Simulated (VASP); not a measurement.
# SrOs (Pm-3m) in VASP: a series of runs

Runs on SrOs. Level: PBE. Tasks: single point.

Program: VASP 6.6.1. These are calculated values, not measurements. Logs are shortened: lines on timing, memory, paths and dates and some standing lists are left out, and cuts for length are marked.

### Step 1. The cell of the first run

The structure is cubic, space group Pm-3m (No. 221). The conventional cell has a = 3.624 Å, b = 3.624 Å, c = 3.624 Å, α = 90.00°, β = 90.00°, γ = 90.00°. Sr (site symmetry m-3m) has 8 Os at 3.14 Å and 6 Sr at 3.62 Å within 4.1 Å. Within 4.1 Å of Os (site symmetry m-3m) lie 8 Sr at 3.14 Å and 6 Os at 3.62 Å.

### Step 2. Single point, PBE (23.80 Å³/atom)

The input, INCAR:

```
SYSTEM = SrOs
PREC = Accurate
ENCUT = 520
EDIFF = 1E-7
ISMEAR = 0
SIGMA = 0.05
LREAL = .False.
LASPH = .True.
NELM = 60
ALGO = Normal
ISIF = 2
LWAVE = .False.
LCHARG = .False.
GGA = PE
NBANDS = 16
```

The input, KPOINTS:

```
Automatic mesh
0
Gamma
  10 10 10
  0 0 0
```

The input, POSCAR:

```
SrOs
1.0
    3.6242114025      0.0000000000      0.0000000000
    0.0000000000      3.6242114025      0.0000000000
    0.0000000000      0.0000000000      3.6242114025
Sr Os
1 1
Direct
    0.0000000000      0.0000000000      0.0000000000
    0.5000000000      0.5000000000      0.5000000000
```

Potentials or basis: VASP PAW PBE potentials, release 64 (Sr_sv, Os).

Started as:

```bash
> cat potpaw_PBE.64/Sr_sv/POTCAR potpaw_PBE.64/Os/POTCAR > POTCAR
> mpirun -np 1 vasp_std > vasp.out
```

OUTCAR:

```text
SYSTEM = SrOs
   PREC = Accurate
   ENCUT = 520
   EDIFF = 1E-7
   ISMEAR = 0
   LREAL = .False.
   LASPH = .True.
   NELM = 60
   ISIF = 2
   GGA = PE

 ion  position               nearest neighbor table
   1  0.000  0.000  0.000-   2 3.14   2 3.14   2 3.14   2 3.14   2 3.14   2 3.14   2 3.14   2 3.14

   2  0.500  0.500  0.500-   1 3.14   1 3.14   1 3.14   1 3.14   1 3.14   1 3.14   1 3.14   1 3.14

  LATTYP: Found a simple cubic cell.
 ALAT       =     3.6242114025

  Lattice vectors:

 A1 = (   3.6242114025,   0.0000000000,   0.0000000000)
 A2 = (   0.0000000000,   3.6242114025,   0.0000000000)
 A3 = (   0.0000000000,   0.0000000000,   3.6242114025)

Analysis of symmetry for initial positions (statically):
=====================================================================
 Subroutine PRICEL returns:
 Original cell was already a primitive cell.

 Routine SETGRP: Setting up the symmetry group for a
 simple cubic supercell.

 Subroutine GETGRP returns: Found 48 space group operations
 (whereof 48 operations were pure point group operations)
 out of a pool of 48 trial point group operations.

The static configuration has the point symmetry O_h .

Analysis of symmetry for dynamics (positions and initial velocities):
=====================================================================
 Subroutine PRICEL returns:
 Original cell was already a primitive cell.

 Routine SETGRP: Setting up the symmetry group for a
 simple cubic supercell.

 Subroutine GETGRP returns: Found 48 space group operations
 (whereof 48 operations were pure point group operations)
 out of a pool of 48 trial point group operations.

The dynamic configuration has the point symmetry O_h .

 Subroutine INISYM returns: Found 48 space group operations
 (whereof 48 operations are pure point group operations),
 and found     1 'primitive' translations

----------------------------------------------------------------------------------------

                                     Primitive cell

  volume of cell :      47.6037

  direct lattice vectors                    reciprocal lattice vectors
     3.624211402  0.000000000  0.000000000     0.275922094  0.000000000  0.000000000
     0.000000000  3.624211402  0.000000000     0.000000000  0.275922094  0.000000000
     0.000000000  0.000000000  3.624211402     0.000000000  0.000000000  0.275922094

  length of vectors
     3.624211402  3.624211402  3.624211402     0.275922094  0.275922094  0.275922094

  position of ions in fractional coordinates (direct lattice)
     0.000000000  0.000000000  0.000000000
     0.500000000  0.500000000  0.500000000

  ion indices of the primitive-cell ions
   primitive index   ion index
                 1           1
                 2           2

----------------------------------------------------------------------------------------

 KPOINTS: Automatic mesh

Automatic generation of k-mesh.
 Grid dimensions read from file:
 generate k-points for:   10   10   10

 Generating k-lattice:

  Cartesian coordinates                     Fractional coordinates (reciprocal lattice)
     0.027592209  0.000000000  0.000000000     0.100000000  0.000000000  0.000000000
     0.000000000  0.027592209  0.000000000     0.000000000  0.100000000  0.000000000
     0.000000000  0.000000000  0.027592209     0.000000000  0.000000000  0.100000000

  Length of vectors
     0.027592209  0.027592209  0.027592209

  Shift w.r.t. Gamma in fractional coordinates (k-lattice)
     0.000000000  0.000000000  0.000000000

 Subroutine IBZKPT returns following result:
 ===========================================

 Found     56 irreducible k-points:

 Following reciprocal coordinates:
            Coordinates               Weight
  0.000000  0.000000  0.000000      1.000000
  0.100000  0.000000  0.000000      6.000000
  0.200000  0.000000  0.000000      6.000000
  0.300000  0.000000  0.000000      6.000000
  0.400000  0.000000  0.000000      6.000000
  0.500000  0.000000  0.000000      3.000000
[... 16 lines left out ...]
  0.200000  0.100000  0.100000     24.000000
  0.300000  0.100000  0.100000     24.000000
 [... further k-points ...]
   k-points           NKPTS =     56   k-points in BZ     NKDIM =     56   number of bands    NBANDS=     16
   number of dos      NEDOS =    301   number of ions     NIONS =      2
   total plane-waves  NPLWV =  21952
   dimension x,y,z NGX =    28 NGY =   28 NGZ =   28
   dimension x,y,z NGXF=    56 NGYF=   56 NGZF=   56
   ions per type =               1   1
   NGX,Y,Z   is equivalent  to a cutoff of  12.84, 12.84, 12.84 a.u.
   NGXF,Y,Z  is equivalent  to a cutoff of  25.69, 25.69, 25.69 a.u.
 SYSTEM =  SrOs
   PREC   = accura    normal or accurate (medium, high low for compatibility)
   ISTART =      0    job   : 0-new  1-cont  2-samecut
   ICHARG =      2    charge: 1-file 2-atom 10-const
   ISPIN  =      1    spin polarized calculation?
   LNONCOLLINEAR =      F non collinear calculations
   LSORBIT =      F    spin-orbit coupling
   LASPH  =      T    aspherical Exc in radial PAW
   ENCUT  =  520.0 eV  38.22 Ry    6.18 a.u.   6.74  6.74  6.74*2*pi/ulx,y,z
   NELM   =     60;   NELMIN=  2; NELMDL= -5     # of ELM steps
   EDIFF  = 0.1E-06   stopping-criterion for ELM
   LREAL  =      F    real-space projection
   EDIFFG = 0.1E-05   stopping-criterion for IOM
   NSW    =      0    number of steps for IOM
   IBRION =     -1    ionic relax: 0-MD 1-quasi-New 2-CG
   NFREE  =      0    steps in history (QN), initial steepest desc. (CG)
   ISIF   =      2    stress and relaxation
   ISYM   =      2    0-nonsym 1-usesym 2-fastsym
   POTIM  = 0.5000    time-step for ionic-motion
   TEBEG  =    0.0;   TEEND  =   0.0 temperature during run
   PSTRESS=    0.0 pullay stress
   NELECT =      18.0000    total number of electrons
   NUPDOWN=      -1.0000    fix difference up-down
   EMIN   =  10.00;   EMAX   =-10.00  energy-range for DOS
   EFERMI =   0.00;   METHOD = LEGACY
   ISMEAR =     0;   SIGMA  =   0.05  broadening in eV -4-tet -1-fermi 0-gaus
   EFERMI_NEDOS =   21; number of points for ismear=-14 and -15
   IALGO  =     38    algorithm
   IMIX   =      4    mixing-type and parameters
     AMIX     =   0.40;   BMIX     =  1.00
     AMIX_MAG =   1.60;   BMIX_MAG =  1.00
  volume/ion in A,a.u.               =      23.80       160.62
  Fermi-wavevector in a.u.,A,eV,Ry     =   1.183819  2.237094 19.067593  1.401429
  Thomas-Fermi vector in A             =   2.320046
   LORBIT       =      0    0 simple, 1 ext, 2 COOP (PROOUT), +10 PAW based schemes
   GGA     = PE    functional components
   LHFCALC =     F    Hartree Fock is set to
   AEXX    =    0.0000 exact exchange contribution
   IVDW    =     0    specifies the selected vdW correction
   LEPSILON=     F    determine dielectric tensor
   LRPA    =     F    only Hartree local field effects (RPA)
 non-spin polarized calculation
 Gauss-broadening in eV      SIGMA  =   0.05
  energy-cutoff  :      520.00
  volume of cell :       47.60
 maximum number of plane-waves:      1328
 NGX is ok and might be reduce to    28
   NGX = 13   NGY = 13   NGZ = 13

 number of electron      18.0000002 magnetization

 Free energy of the ion-electron system (eV)
  ---------------------------------------------------
  ext. energy  EPLUGINS =         0.00000000
  ---------------------------------------------------
  free energy    TOTEN  =       -10.19051498 eV

  energy without entropy =      -10.18509082  energy(sigma->0) =      -10.18780290

 E-fermi :   3.5226     XC(G=0): -10.6723

 val. band max:        3.5100740379   @ k =   0.3000   0.2000   0.0000
 cond. band min:       3.5338103742   @ k =   0.1000   0.0000   0.0000
 fundamental gap:      0.0237363363
 Fermi energy:         3.5225502039

 k-point     1 :       0.0000    0.0000    0.0000
  band No.  band energies     occupation
      1     -30.1222      2.00000
      2     -12.0244      2.00000
      3     -12.0244      2.00000
      4     -12.0244      2.00000
      5      -1.4972      2.00000
      6       1.2635      2.00000
[... 8 lines left out ...]
     15      11.7271      0.00000
     16      12.3047      0.00000

 k-point     2 :       0.1000    0.0000    0.0000
  band No.  band energies     occupation
      1     -30.1177      2.00000
      2     -12.0926      2.00000
      3     -12.0213      2.00000
      4     -12.0213      2.00000
      5      -1.3118      2.00000
      6       1.3212      2.00000
[... 8 lines left out ...]
     15      11.2470      0.00000
     16      12.2066      0.00000

 k-point     3 :       0.2000    0.0000    0.0000
  band No.  band energies     occupation
      1     -30.1056      2.00000
      2     -12.2654      2.00000
      3     -12.0133      2.00000
      4     -12.0133      2.00000
      5      -0.7877      2.00000
      6       1.4824      2.00000
[... 8 lines left out ...]
     15      10.7709      0.00000
     16      11.9546      0.00000

 k-point     4 :       0.3000    0.0000    0.0000
  band No.  band energies     occupation
      1     -30.0907      2.00000
      2     -12.4684      2.00000
      3     -12.0033      2.00000
      4     -12.0033      2.00000
      5      -0.0175      2.00000
      6       1.7068      2.00000
[... 8 lines left out ...]
     15      11.2527      0.00000
     16      11.6517      0.00000

 k-point     5 :       0.4000    0.0000    0.0000
  band No.  band energies     occupation
      1     -30.0785      2.00000
      2     -12.6250      2.00000
      3     -11.9952      2.00000
      4     -11.9952      2.00000
      5       0.8016      2.00000
      6       1.9164      2.00000
[... 8 lines left out ...]
     15      11.4122      0.00000
     16      12.2883      0.00000

 k-point     6 :       0.5000    0.0000    0.0000
  band No.  band energies     occupation
      1     -30.0739      2.00000
      2     -12.6833      2.00000
      3     -11.9921      2.00000
      4     -11.9921      2.00000
      5       1.2069      2.00000
      6       2.0054      2.00000
[... 8 lines left out ...]
     15      11.3218      0.00000
     16      12.9846      0.00000

 k-point     7 :       0.1000    0.1000    0.0000
  band No.  band energies     occupation
      1     -30.1131      2.00000
      2     -12.1010      2.00000
      3     -12.0752      2.00000
      4     -12.0179      2.00000
      5      -1.1353      2.00000
      6       1.4030      2.00000
[... 8 lines left out ...]
     15      11.7733      0.00000
     16      12.1554      0.00000

 k-point     8 :       0.2000    0.1000    0.0000
  band No.  band energies     occupation
      1     -30.1013      2.00000
      2     -12.2596      2.00000
      3     -12.0739      2.00000
      4     -12.0088      2.00000
      5      -0.6379      2.00000
      6       1.5604      2.00000
[... 8 lines left out ...]
     15      11.4022      0.00000
     16      11.9566      0.00000

 k-point     9 :       0.3000    0.1000    0.0000
  band No.  band energies     occupation
      1     -30.0866      2.00000
      2     -12.4575      2.00000
      3     -12.0606      2.00000
      4     -11.9976      2.00000
      5       0.0850      2.00000
      6       1.7662      2.00000
[... 8 lines left out ...]
     15      11.5135      0.00000
     16      11.6824      0.00000
[... 172 lines left out ...]
 k-point    19 :       0.4000    0.4000    0.0000
  band No.  band energies     occupation
      1     -30.0419      2.00000
      2     -12.4966      2.00000
      3     -12.4739      2.00000
      4     -11.9304      2.00000
      5       0.6492      2.00000
      6       1.6390      2.00000
[... 8 lines left out ...]
     15      11.6989      0.00000
     16      12.5831      0.00000

 k-point    20 :       0.5000    0.4000    0.0000
  band No.  band energies     occupation
      1     -30.0380      2.00000
      2     -12.5339      2.00000
      3     -12.4702      2.00000
      4     -11.9234      2.00000
      5       0.5994      2.00000
      6       1.5652      2.00000
[... 8 lines left out ...]
     15      11.6601      0.00000
     16      12.8672      0.00000

 k-point    21 :       0.5000    0.5000    0.0000
  band No.  band energies     occupation
      1     -30.0342      2.00000
      2     -12.5177      2.00000
      3     -12.5177      2.00000
      4     -11.9161      2.00000
      5       0.5147      2.00000
      6       1.4885      2.00000
[... 8 lines left out ...]
     15      11.6925      0.00000
     16      13.0913      0.00000

 k-point    22 :       0.1000    0.1000    0.1000
  band No.  band energies     occupation
      1     -30.1087      2.00000
      2     -12.1062      2.00000
      3     -12.0719      2.00000
      4     -12.0719      2.00000
      5      -0.9654      2.00000
      6       1.5223      2.00000
[... 8 lines left out ...]
     15      10.5852      0.00000
     16      13.4781      0.00000

 k-point    23 :       0.2000    0.1000    0.1000
  band No.  band energies     occupation
      1     -30.0971      2.00000
      2     -12.2532      2.00000
      3     -12.0747      2.00000
      4     -12.0634      2.00000
      5      -0.4886      2.00000
      6       1.6572      2.00000
[... 8 lines left out ...]
     15      10.7988      0.00000
     16      12.7733      0.00000

 k-point    24 :       0.3000    0.1000    0.1000
  band No.  band energies     occupation
      1     -30.0826      2.00000
      2     -12.4469      2.00000
      3     -12.0568      2.00000
      4     -12.0529      2.00000
      5       0.1974      2.00000
      6       1.8413      2.00000
[... 8 lines left out ...]
     15      11.1165      0.00000
     16      12.3157      0.00000

 [... further k-points ...]

------------------------ aborting loop because EDIFF is reached ----------------------------------------

  FORCE on cell =-STRESS in cart. coord.  units (eV):
  Direction    XX          YY          ZZ          XY          YZ          ZX
  --------------------------------------------------------------------------------------
  -------------------------------------------------------------------------------------
  Total       -0.2737429     -0.2737429     -0.2737429      0.0000000      0.0000000      0.0000000
  in kB       -9.2132504     -9.2132504     -9.2132504      0.0000000      0.0000000      0.0000000
  external PRESSURE =      -9.2132504 kB  Pullay stress =       0.0000000 kB

 VOLUME and BASIS-vectors are now :
 -----------------------------------------------------------------------------
  energy-cutoff  :      520.00
  volume of cell :       47.60
      direct lattice vectors                 reciprocal lattice vectors
     3.624211402  0.000000000  0.000000000     0.275922094  0.000000000  0.000000000
     0.000000000  3.624211402  0.000000000     0.000000000  0.275922094  0.000000000
     0.000000000  0.000000000  3.624211402     0.000000000  0.000000000  0.275922094

 POSITION                                       TOTAL-FORCE (eV/Angst)
 -----------------------------------------------------------------------------------
      0.00000      0.00000      0.00000         0.000000      0.000000      0.000000
      1.81211      1.81211      1.81211         0.000000      0.000000      0.000000
 -----------------------------------------------------------------------------------
    total drift:                                0.000000      0.000000      0.000000

  FREE ENERGIE OF THE ION-ELECTRON SYSTEM (eV)
  ---------------------------------------------------
  free  energy   TOTEN  =       -10.1905149842 eV

  energy  without entropy=      -10.1850908173  energy(sigma->0) =      -10.18780290
```

Wall time 58 s (1 thread of Intel Xeon 8259CL, shared host); peak memory 0.19 GiB.

What came out:

```yaml
Free_energy: -10.1905 eV
Pressure: -0.9 GPa
Band_gap_on_the_k_mesh: zero (bands 9 and 10 overlap by 1.59 eV)
```

Caveat: spin-orbit coupling is left out, which moves the levels of the heavy elements.

### Step 3. Single point, PBE (24.27 Å³/atom)

This run uses another cell than the first one, of 24.27 Å³/atom.

The input, INCAR:

```
  ALGO = Normal
  EDIFF = 1E-6
  ENCUT = 520
  GGA = PE
  ISIF = 2
  ISMEAR = 0
  LASPH = T
  LCHARG = F
  LREAL = F
  LWAVE = F
  NBANDS = 16
  NELM = 80
  PREC = Accurate
  SIGMA = 0.05
```

The input, KPOINTS:

```
k-points
0
Gamma
  10 10 10
```

The input, POSCAR:

```
SrOs
1.0
    3.6477459022      0.0000000000      0.0000000000
    0.0000000000      3.6477459022      0.0000000000
    0.0000000000      0.0000000000      3.6477459022
Sr Os
1 1
Direct
    0.0000000000      0.0000000000      0.0000000000
    0.5000000000      0.5000000000      0.5000000000
```

Potentials or basis: VASP PAW PBE potentials, release 64 (Sr_sv, Os).

Started as:

```bash
> cat potpaw_PBE.64/Sr_sv/POTCAR potpaw_PBE.64/Os/POTCAR > POTCAR
> mpirun -np 1 vasp_std > vasp.out
```

OUTCAR:

```text
EDIFF = 1E-6
   ENCUT = 520
   GGA = PE
   ISIF = 2
   ISMEAR = 0
   LASPH = T
   LREAL = F
   NELM = 80
   PREC = Accurate

 ion  position               nearest neighbor table
   1  0.000  0.000  0.000-   2 3.16   2 3.16   2 3.16   2 3.16   2 3.16   2 3.16   2 3.16   2 3.16

   2  0.500  0.500  0.500-   1 3.16   1 3.16   1 3.16   1 3.16   1 3.16   1 3.16   1 3.16   1 3.16

  LATTYP: Found a simple cubic cell.
 ALAT       =     3.6477459022

  Lattice vectors:

[... 641 lines left out ...]

 [... further k-points ...]

------------------------ aborting loop because EDIFF is reached ----------------------------------------

  FORCE on cell =-STRESS in cart. coord.  units (eV):
  Direction    XX          YY          ZZ          XY          YZ          ZX
  --------------------------------------------------------------------------------------
  -------------------------------------------------------------------------------------
  Total       -0.6168416     -0.6168416     -0.6168416     -0.0000000     -0.0000000     -0.0000000
  in kB      -20.3615359    -20.3615359    -20.3615359     -0.0000000     -0.0000000     -0.0000000
  external PRESSURE =     -20.3615359 kB  Pullay stress =       0.0000000 kB

 VOLUME and BASIS-vectors are now :
 -----------------------------------------------------------------------------
  energy-cutoff  :      520.00
  volume of cell :       48.54
      direct lattice vectors                 reciprocal lattice vectors
     3.647745902  0.000000000  0.000000000     0.274141902  0.000000000  0.000000000
     0.000000000  3.647745902  0.000000000     0.000000000  0.274141902  0.000000000
     0.000000000  0.000000000  3.647745902     0.000000000  0.000000000  0.274141902

 POSITION                                       TOTAL-FORCE (eV/Angst)
 -----------------------------------------------------------------------------------
      0.00000      0.00000      0.00000         0.000000      0.000000      0.000000
      1.82387      1.82387      1.82387         0.000000      0.000000      0.000000
 -----------------------------------------------------------------------------------
    total drift:                               -0.000000      0.000000      0.000000

  FREE ENERGIE OF THE ION-ELECTRON SYSTEM (eV)
  ---------------------------------------------------
  free  energy   TOTEN  =       -10.1820833852 eV

  energy  without entropy=      -10.1763129625  energy(sigma->0) =      -10.17919817
```

OSZICAR:

```text
N       E                     dE             d eps       ncg     rms          rms(c)
DAV:   1     0.828330106137E+02    0.82833E+02   -0.87136E+03  1792   0.106E+03
DAV:   2    -0.662917929595E+01   -0.89462E+02   -0.81560E+02  2176   0.254E+02
DAV:   3    -0.107415294043E+02   -0.41124E+01   -0.39238E+01  2656   0.412E+01
DAV:   4    -0.108449897280E+02   -0.10346E+00   -0.10336E+00  2264   0.635E+00
DAV:   5    -0.108489218980E+02   -0.39322E-02   -0.39317E-02  2664   0.911E-01    0.307E+01
DAV:   6    -0.103457653774E+02    0.50316E+00   -0.40821E+00  2496   0.110E+01    0.836E+00
DAV:   7    -0.102101541075E+02    0.13561E+00   -0.86898E-01  2312   0.595E+00    0.872E+00
DAV:   8    -0.101820074069E+02    0.28147E-01   -0.78211E-02  2208   0.205E+00    0.152E+00
DAV:   9    -0.101819354299E+02    0.71977E-04   -0.42548E-03  2416   0.416E-01    0.366E-01
DAV:  10    -0.101820836123E+02   -0.14818E-03   -0.18836E-04  2304   0.107E-01    0.826E-02
DAV:  11    -0.101820842893E+02   -0.67700E-06   -0.44134E-05  2600   0.572E-02    0.403E-02
DAV:  12    -0.101820833852E+02    0.90402E-06   -0.44226E-06  2464   0.145E-02
   1 F= -.10182083E+02 E0= -.10179198E+02  d E =-.577042E-02
```

It took 52 s on 1 thread of Intel Xeon 8259CL, shared host; peak memory 0.19 GiB.

What came out:

```
Free energy            : -10.1821 eV
Pressure               : -2.0 GPa
Band gap on the k mesh : zero (bands 9 and 10 overlap by 1.55 eV)
```

Caveat: spin-orbit coupling is left out, which moves the levels of the heavy elements.

[end of part 1 of 2]

The gap in the log of VASP goes by the Fermi energy; the results here count the filled bands.